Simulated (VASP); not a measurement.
# ZnF2 (P4_2/mnm) in VASP: single point with r2SCAN+rVV10

Aim: the single point of ZnF2 with r2SCAN+rVV10.

All numbers are computed with VASP 6.6.1; they aren't measurements. Logs are shortened: lines on timing, memory, paths and dates and some standing lists are left out, and cuts for length are marked.

## 1. The cell of the first run

Symmetry: P4_2/mnm, No. 136, tetragonal system. Conventional cell: a = 4.681 Å, b = 4.681 Å, c = 3.122 Å, α = 90.00°, β = 90.00°, γ = 90.00°. Within 2.7 Å of Zn (site symmetry mmm) lie 6 F at 2.01 to 2.03 Å. F (site symmetry m2m) has 3 Zn at 2.01 to 2.03 Å and 1 F at 2.61 Å within 2.7 Å.

## 2. Single point, r2SCAN+rVV10

POSCAR

```
ZnF2
1.0
    4.6806556978      0.0000000000      0.0000000000
    0.0000000000      4.6806556978      0.0000000000
    0.0000000000      0.0000000000      3.1220014519
Zn F
2 4
Direct
    0.5000000000      0.5000000000      0.5000000000
    0.0000000000      0.0000000000      0.0000000000
    0.6970893803      0.6970893803      0.0000000000
    0.8029106197      0.1970893803      0.5000000000
    0.3029106197      0.3029106197      0.0000000000
    0.1970893803      0.8029106197      0.5000000000
```

INCAR.step1

```
SYSTEM = ZnF2
PREC = Accurate
ENCUT = 660
ISMEAR = -1
SIGMA = 0.03
LREAL = .False.
LASPH = .True.
NELM = 120
NBANDS = 35
GGA = PE
ALGO = Normal
EDIFF = 1E-5
LWAVE = .True.
LCHARG = .False.
GGA_COMPAT = .False.
```

INCAR.step2

```
SYSTEM = ZnF2
PREC = Accurate
ENCUT = 660
EDIFF = 1E-6
ISMEAR = -1
SIGMA = 0.03
LREAL = .False.
LASPH = .True.
NELM = 120
ALGO = Normal
ISIF = 2
LWAVE = .False.
LCHARG = .True.
METAGGA = R2SCAN
LMIXTAU = .True.
LUSE_VDW = .True.
IVDW_NL = 2
BPARAM = 11.95
CPARAM = 0.0093
LELF = .True.
LVHAR = .True.
NBANDS = 35
ISTART = 1
GGA_COMPAT = .False.
```

KPOINTS

```
Automatic mesh
0
Gamma
  6 6 10
  0 0 0
```

Potentials or basis: VASP PAW PBE potentials, release 64 (Zn, F).

On the command line:

```
> cat potpaw_PBE.64/Zn/POTCAR potpaw_PBE.64/F/POTCAR > POTCAR
> cp INCAR.step1 INCAR
> mpirun -np 1 vasp_std > vasp.out
> cp INCAR.step2 INCAR
> mpirun -np 1 vasp_std > vasp.out
```

OUTCAR:

```text
SYSTEM = ZnF2
   PREC = Accurate
   ENCUT = 660
   EDIFF = 1E-6
   ISMEAR = -1
   LREAL = .False.
   LASPH = .True.
   NELM = 120
   ISIF = 2
   METAGGA = R2SCAN
   IVDW_NL = 2
   BPARAM = 11.95
   ISTART = 1

 ion  position               nearest neighbor table
   1  0.500  0.500  0.500-   4 2.01   6 2.01   5 2.03   3 2.03   3 2.03   5 2.03
   2  0.000  0.000  0.000-   3 2.01   5 2.01   4 2.03   6 2.03   4 2.03   6 2.03
   3  0.697  0.697  0.000-   2 2.01   1 2.03   1 2.03
   4  0.803  0.197  0.500-   1 2.01   2 2.03   2 2.03
   5  0.303  0.303  0.000-   2 2.01   1 2.03   1 2.03
   6  0.197  0.803  0.500-   1 2.01   2 2.03   2 2.03

  LATTYP: Found a simple tetragonal cell.
 ALAT       =     4.6806556978
 C/A-ratio  =     0.6670008763

  Lattice vectors:

 A1 = (   4.6806556978,   0.0000000000,   0.0000000000)
 A2 = (   0.0000000000,   4.6806556978,   0.0000000000)
 A3 = (   0.0000000000,   0.0000000000,   3.1220014519)

Analysis of symmetry for initial positions (statically):
=====================================================================
 Subroutine PRICEL returns:
 Original cell was already a primitive cell.

 Routine SETGRP: Setting up the symmetry group for a
 simple tetragonal supercell.

 Subroutine GETGRP returns: Found 16 space group operations
 (whereof  8 operations were pure point group operations)
 out of a pool of 16 trial point group operations.

The static configuration has the point symmetry D_2h.
 The point group associated with its full space group is D_4h.

Analysis of symmetry for dynamics (positions and initial velocities):
=====================================================================
 Subroutine PRICEL returns:
 Original cell was already a primitive cell.

 Routine SETGRP: Setting up the symmetry group for a
 simple tetragonal supercell.

 Subroutine GETGRP returns: Found 16 space group operations
 (whereof  8 operations were pure point group operations)
 out of a pool of 16 trial point group operations.

The dynamic configuration has the point symmetry D_2h.
 The point group associated with its full space group is D_4h.

 Subroutine INISYM returns: Found 16 space group operations
 (whereof  8 operations are pure point group operations),
 and found     1 'primitive' translations

----------------------------------------------------------------------------------------

                                     Primitive cell

  volume of cell :      68.3985

  direct lattice vectors                    reciprocal lattice vectors
     4.680655698  0.000000000  0.000000000     0.213645281  0.000000000  0.000000000
     0.000000000  4.680655698  0.000000000     0.000000000  0.213645281  0.000000000
     0.000000000  0.000000000  3.122001452     0.000000000  0.000000000  0.320307346

  length of vectors
     4.680655698  4.680655698  3.122001452     0.213645281  0.213645281  0.320307346

  position of ions in fractional coordinates (direct lattice)
     0.500000000  0.500000000  0.500000000
     0.000000000  0.000000000  0.000000000
     0.697089380  0.697089380  0.000000000
     0.802910620  0.197089380  0.500000000
     0.302910620  0.302910620  0.000000000
     0.197089380  0.802910620  0.500000000

  ion indices of the primitive-cell ions
   primitive index   ion index
                 1           1
                 2           2
                 3           3
                 4           4
                 5           5
                 6           6

----------------------------------------------------------------------------------------

 KPOINTS: Automatic mesh

Automatic generation of k-mesh.
 Grid dimensions read from file:
 generate k-points for:    6    6   10

 Generating k-lattice:

  Cartesian coordinates                     Fractional coordinates (reciprocal lattice)
     0.035607547  0.000000000  0.000000000     0.166666667  0.000000000  0.000000000
     0.000000000  0.035607547  0.000000000     0.000000000  0.166666667  0.000000000
     0.000000000  0.000000000  0.032030735     0.000000000  0.000000000  0.100000000

  Length of vectors
     0.035607547  0.035607547  0.032030735

  Shift w.r.t. Gamma in fractional coordinates (k-lattice)
     0.000000000  0.000000000  0.000000000

 Subroutine IBZKPT returns following result:
 ===========================================

 Found     60 irreducible k-points:

 Following reciprocal coordinates:
            Coordinates               Weight
  0.000000  0.000000  0.000000      1.000000
  0.166667  0.000000  0.000000      4.000000
  0.333333  0.000000  0.000000      4.000000
  0.500000  0.000000  0.000000      2.000000
  0.166667  0.166667  0.000000      4.000000
  0.333333  0.166667  0.000000      8.000000
[... 16 lines left out ...]
  0.333333  0.000000  0.200000      8.000000
  0.500000  0.000000  0.200000      4.000000
 [... further k-points ...]
   k-points           NKPTS =     60   k-points in BZ     NKDIM =     60   number of bands    NBANDS=     35
   number of dos      NEDOS =    301   number of ions     NIONS =      6
   total plane-waves  NPLWV =  44800
   dimension x,y,z NGX =    40 NGY =   40 NGZ =   28
   dimension x,y,z NGXF=    80 NGYF=   80 NGZF=   56
   ions per type =               2   4
   NGX,Y,Z   is equivalent  to a cutoff of  14.21, 14.21, 14.91 a.u.
   NGXF,Y,Z  is equivalent  to a cutoff of  28.41, 28.41, 29.82 a.u.
 SYSTEM =  ZnF2
   PREC   = accura    normal or accurate (medium, high low for compatibility)
   ISTART =      1    job   : 0-new  1-cont  2-samecut
   ICHARG =      0    charge: 1-file 2-atom 10-const
   ISPIN  =      1    spin polarized calculation?
   LNONCOLLINEAR =      F non collinear calculations
   LSORBIT =      F    spin-orbit coupling
   LASPH  =      T    aspherical Exc in radial PAW
   ENCUT  =  660.0 eV  48.51 Ry    6.96 a.u.   9.80  9.80  6.54*2*pi/ulx,y,z
   NELM   =    120;   NELMIN=  2; NELMDL=  0     # of ELM steps
   EDIFF  = 0.1E-05   stopping-criterion for ELM
   LREAL  =      F    real-space projection
   EDIFFG = 0.1E-04   stopping-criterion for IOM
   NSW    =      0    number of steps for IOM
   IBRION =     -1    ionic relax: 0-MD 1-quasi-New 2-CG
   NFREE  =      0    steps in history (QN), initial steepest desc. (CG)
   ISIF   =      2    stress and relaxation
   ISYM   =      2    0-nonsym 1-usesym 2-fastsym
   POTIM  = 0.5000    time-step for ionic-motion
   TEBEG  =    0.0;   TEEND  =   0.0 temperature during run
   PSTRESS=    0.0 pullay stress
   NELECT =      52.0000    total number of electrons
   NUPDOWN=      -1.0000    fix difference up-down
   EMIN   =  10.00;   EMAX   =-10.00  energy-range for DOS
   EFERMI =   0.00;   METHOD = LEGACY
   ISMEAR =    -1;   SIGMA  =   0.03  broadening in eV -4-tet -1-fermi 0-gaus
   EFERMI_NEDOS =   21; number of points for ismear=-14 and -15
   IALGO  =     38    algorithm
   IMIX   =      4    mixing-type and parameters
     AMIX     =   0.40;   BMIX     =  1.00
     AMIX_MAG =   1.60;   BMIX_MAG =  1.00
  volume/ion in A,a.u.               =      11.40        76.93
  Fermi-wavevector in a.u.,A,eV,Ry     =   1.494149  2.823531 30.374733  2.232480
  Thomas-Fermi vector in A             =   2.606458
   LORBIT       =      0    0 simple, 1 ext, 2 COOP (PROOUT), +10 PAW based schemes
   METAGGA = R2SCAN    functional components
   LHFCALC =     F    Hartree Fock is set to
   AEXX    =    0.0000 exact exchange contribution
   IVDW_NL    =     2    kernel type
   BPARAM     =11.9500
   IVDW    =     0    specifies the selected vdW correction
   LEPSILON=     F    determine dielectric tensor
   LRPA    =     F    only Hartree local field effects (RPA)
 non-spin polarized calculation
  energy-cutoff  :      660.00
  volume of cell :       68.40
 maximum number of plane-waves:      2664
 NGX is ok and might be reduce to    40
   NGX = 19   NGY = 19   NGZ = 13

 number of electron      52.0000017 magnetization

 Free energy of the ion-electron system (eV)
  ---------------------------------------------------
  ext. energy  EPLUGINS =         0.00000000
  ---------------------------------------------------
  free energy    TOTEN  =       -43.97671613 eV

  energy without entropy =      -43.97671613  energy(sigma->0) =      -43.97671613

 E-fermi :  -0.7692     XC(G=0): -11.1095

 val. band max:       -1.4769535748   @ k =   0.0000   0.0000   0.0000
 cond. band min:       2.6826630055   @ k =   0.0000   0.0000   0.0000
 fundamental gap:      4.1596165804
 Fermi energy:        -0.7692474215

 k-point     1 :       0.0000    0.0000    0.0000
  band No.  band energies     occupation
      1     -24.7412      2.00000
      2     -23.9751      2.00000
      3     -23.9751      2.00000
      4     -23.9335      2.00000
      5      -7.9174      2.00000
      6      -7.0443      2.00000
[... 27 lines left out ...]
     34      14.6715      0.00000
     35      14.6715      0.00000

 k-point     2 :       0.1667    0.0000    0.0000
  band No.  band energies     occupation
      1     -24.6988      2.00000
      2     -24.0665      2.00000
      3     -23.9661      2.00000
      4     -23.8992      2.00000
      5      -7.7815      2.00000
      6      -6.9993      2.00000
[... 27 lines left out ...]
     34      14.9744      0.00000
     35      15.1562      0.00000

 k-point     3 :       0.3333    0.0000    0.0000
  band No.  band energies     occupation
      1     -24.5802      2.00000
      2     -24.2259      2.00000
      3     -23.9424      2.00000
      4     -23.8933      2.00000
      5      -7.4204      2.00000
      6      -6.9111      2.00000
[... 27 lines left out ...]
     34      15.6265      0.00000
     35      15.7024      0.00000

 k-point     4 :       0.5000    0.0000    0.0000
  band No.  band energies     occupation
      1     -24.4103      2.00000
      2     -24.4103      2.00000
      3     -23.9134      2.00000
      4     -23.9134      2.00000
      5      -7.0163      2.00000
      6      -7.0163      2.00000
[... 27 lines left out ...]
     34      14.8845      0.00000
     35      16.3822      0.00000

 k-point     5 :       0.1667    0.1667    0.0000
  band No.  band energies     occupation
      1     -24.6589      2.00000
      2     -24.0991      2.00000
      3     -23.9863      2.00000
      4     -23.8913      2.00000
      5      -7.6979      2.00000
      6      -6.9404      2.00000
[... 638 lines left out ...]
 k-point    22 :       0.1667    0.0000    0.2000
  band No.  band energies     occupation
      1     -24.5796      2.00000
      2     -24.0442      2.00000
      3     -23.9540      2.00000
      4     -23.9175      2.00000
      5      -7.4945      2.00000
      6      -6.8671      2.00000
[... 27 lines left out ...]
     34      14.2569      0.00000
     35      14.3478      0.00000

 k-point    23 :       0.3333    0.0000    0.2000
  band No.  band energies     occupation
      1     -24.4769      2.00000
      2     -24.1758      2.00000
      3     -23.9393      2.00000
      4     -23.9104      2.00000
      5      -7.1802      2.00000
      6      -6.7219      2.00000
[... 27 lines left out ...]
     34      14.2063      0.00000
     35      14.4303      0.00000

 k-point    24 :       0.5000    0.0000    0.2000
  band No.  band energies     occupation
      1     -24.3313      2.00000
      2     -24.3313      2.00000
      3     -23.9217      2.00000
      4     -23.9217      2.00000
      5      -6.7960      2.00000
      6      -6.7960      2.00000
[... 27 lines left out ...]
     34      13.8110      0.00000
     35      15.7596      0.00000

 [... further k-points ...]

------------------------ aborting loop because EDIFF is reached ----------------------------------------

  FORCE on cell =-STRESS in cart. coord.  units (eV):
  Direction    XX          YY          ZZ          XY          YZ          ZX
  --------------------------------------------------------------------------------------
  -------------------------------------------------------------------------------------
  Total        0.1459735      0.1459735      0.2787082      0.0000000      0.0000000      0.0000000
  in kB        3.4193062      3.4193062      6.5285054      0.0000000      0.0000000      0.0000000
  external PRESSURE =       4.4557059 kB  Pullay stress =       0.0000000 kB

 VOLUME and BASIS-vectors are now :
 -----------------------------------------------------------------------------
  energy-cutoff  :      660.00
  volume of cell :       68.40
      direct lattice vectors                 reciprocal lattice vectors
     4.680655698  0.000000000  0.000000000     0.213645281  0.000000000  0.000000000
     0.000000000  4.680655698  0.000000000     0.000000000  0.213645281  0.000000000
     0.000000000  0.000000000  3.122001452     0.000000000  0.000000000  0.320307346

 POSITION                                       TOTAL-FORCE (eV/Angst)
 -----------------------------------------------------------------------------------
      2.34033      2.34033      1.56100         0.000000     -0.000000     -0.000000
      0.00000      0.00000      0.00000         0.000000     -0.000000     -0.000000
      3.26284      3.26284      0.00000         0.009504      0.009504      0.000000
      3.75815      0.92251      1.56100        -0.009504      0.009504      0.000000
      1.41782      1.41782      0.00000        -0.009504     -0.009504     -0.000000
      0.92251      3.75815      1.56100         0.009504     -0.009504     -0.000000
 -----------------------------------------------------------------------------------
    total drift:                                0.000000      0.000000      0.000000

  FREE ENERGIE OF THE ION-ELECTRON SYSTEM (eV)
  ---------------------------------------------------
  free  energy   TOTEN  =       -43.9767161343 eV

  energy  without entropy=      -43.9767161343  energy(sigma->0) =      -43.97671613
```

Run time: 6.2 min. Hardware: 1 thread of Intel Xeon Platinum 8488C (Sapphire Rapids), shared host; peak memory 0.49 GiB.

What came out:

```yaml
Free_energy: -43.9767 eV
Pressure: 0.4 GPa
Largest_force: 0.013 eV/Å
Band_gap_on_the_k_mesh: 4.16 eV
```

Forces in eV/Å, atoms in the order of the input:
```
Zn   0.000  0.000  0.000
Zn   0.000  0.000  0.000
F    0.010  0.010  0.000
F   -0.010  0.010  0.000
F   -0.010 -0.010  0.000
F    0.010 -0.010  0.000
```

Caveat: the PAW data sets were made with another functional, which shifts forces and pressure a little. A k mesh can miss the band edges.
